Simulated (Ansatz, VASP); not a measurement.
## Two plane-wave programs on Ir

The input POSCAR:

```
Ir
1.0
    2.7513778946      0.0000000000      0.0000000000
   -1.3756889473      2.3827631521      0.0000000000
    0.0000000000      0.0000000000      4.4622900000
Ir
2
Direct
    0.6666666700      0.3333333300      0.7500000000
    0.3333333300      0.6666666700      0.2500000000
```

INCAR.step1

```
ALGO     = Normal         # electronic algorithm
EDIFF    = 1E-4           # SCF threshold, eV
ENCUT    = 520            # plane-wave cutoff, eV
GGA      = PE             # functional
ISMEAR   = 0              # smearing method
LASPH    = T              # aspherical terms in the spheres
LCHARG   = F              # write CHGCAR
LREAL    = F              # projectors in reciprocal space
LWAVE    = T              # write WAVECAR
NBANDS   = 16             # bands
NELM     = 80             # most SCF steps
PREC     = Accurate       # precision mode
SIGMA    = 0.1            # smearing width, eV
```

The input INCAR.step2:

```
ALGO     = Normal         # electronic algorithm
EDIFF    = 1E-6           # SCF threshold, eV
ENCUT    = 520            # plane-wave cutoff, eV
ISIF     = 2              # what is computed and relaxed
ISMEAR   = 0              # smearing method
ISTART   = 1            
LASPH    = T              # aspherical terms in the spheres
LCHARG   = F              # write CHGCAR
LMIXTAU  = T            
LREAL    = F              # projectors in reciprocal space
LWAVE    = F              # write WAVECAR
METAGGA  = R2SCAN         # meta-GGA
NBANDS   = 16             # bands
NELM     = 80             # most SCF steps
PREC     = Accurate       # precision mode
SIGMA    = 0.1            # smearing width, eV
```

Contents of KPOINTS:

```
k-points
0
Gamma
  9 9 4
```

Input for Ansatz:

```yaml
crystal:
  lattice:
    - [2.7513778946, 0.0, 0.0]
    - [-1.3756889473, 2.3827631521, 0.0]
    - [0.0, 0.0, 4.46229]
  atoms:
    - { symbol: Ir, position: [0.66666667, 0.33333333, 0.75] }
    - { symbol: Ir, position: [0.33333333, 0.66666667, 0.25] }
basis:
  ecutwfc: 500
kpoints:
  mp_grid: { grid: [9, 9, 4] }
hamiltonian:
  xc: r2scan
scf:
  occupations: { method: gaussian, width: 0.1 }
  lower_state_search: "off"
output:
  forces: true
  stress: true
  eigenvalues: true
```

Alike in both runs: task single point; functional r2SCAN; k mesh 9 × 9 × 4; occupations gaussian, width 0.1 eV; no spin polarisation.

|  | VASP | Ansatz |
| --- | --- | --- |
| version | VASP 6.6.1 | Ansatz 0.2.0 |
| potentials or method | VASP PAW PBE potentials, release 64 (Ir), cutoff 520 eV | scalar-relativistic, plane waves, PAW |
| valence electrons in the cell | 18 | 34 |

|  | VASP | Ansatz | Ansatz less VASP |
| --- | --- | --- | --- |
| gap on the k mesh at the Fermi level (eV) | none | none | - |
| pressure (GPa) | -7.2 | -9.4 | -2.18 |
| traceless stress, the component that is largest in VASP (GPa) | -0.11 | -0.20 | -0.091 |

VASP's potentials were made for PBE, not for r2SCAN. A gap of «none» marks a metal or a gap that the smearing closes. VASP's potentials hold 18 valence electrons a cell and Ansatz's 34, so a difference there can come from the potentials and not from the codes.

Neither program's run includes spin-orbit coupling.
